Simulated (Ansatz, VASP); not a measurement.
CO2: VASP beside Ansatz

```
CELL_PARAMETERS angstrom
5.90452 0.00000 0.00000
0.00000 5.90452 0.00000
0.00000 0.00000 5.76399
ATOMIC_POSITIONS crystal
C 0.00000 0.00000 0.00000
C 0.50000 0.00000 0.50000
C 0.50000 0.50000 0.00000
C 0.00000 0.50000 0.50000
O 0.11148 0.11148 0.11148
O 0.38852 0.88852 0.61148
O 0.61148 0.38852 0.88852
O 0.88852 0.61148 0.38852
O 0.88852 0.88852 0.88852
O 0.61148 0.11148 0.38852
O 0.38852 0.61148 0.11148
O 0.11148 0.38852 0.61148
```

Alike in both runs: task single point; functional PBE; k mesh 4 × 4 × 4; occupations gaussian, width 0.05 eV; no spin polarisation.

|  | VASP | Ansatz |
| --- | --- | --- |
| version | VASP 6.6.1 | Ansatz 0.2.0 |
| potentials or method | VASP PAW PBE potentials, release 64 (C, O), cutoff 520 eV | scalar-relativistic, plane waves, PAW |
| valence electrons in the cell | 64 | 64 |

|  | VASP | Ansatz | Ansatz less VASP |
| --- | --- | --- | --- |
| gap on the k mesh at the Fermi level (eV) | 6.94 | 6.96 | +0.012 |
| least direct gap on the mesh (eV) | 6.94 | 6.96 | +0.012 |
| pressure (GPa) | 12.7 | 11.0 | -1.76 |
| traceless stress, the component that is largest in VASP (GPa) | -0.32 | -0.26 | +0.060 |
| rms of the force components (eV/Å) | 2.501 | 2.102 | -0.3998 |

Atom by atom the forces differ by 0.400 eV/Å (rms over components).

Noted on VASP's run: the standard files for N, O and F lose accuracy on very short bonds.
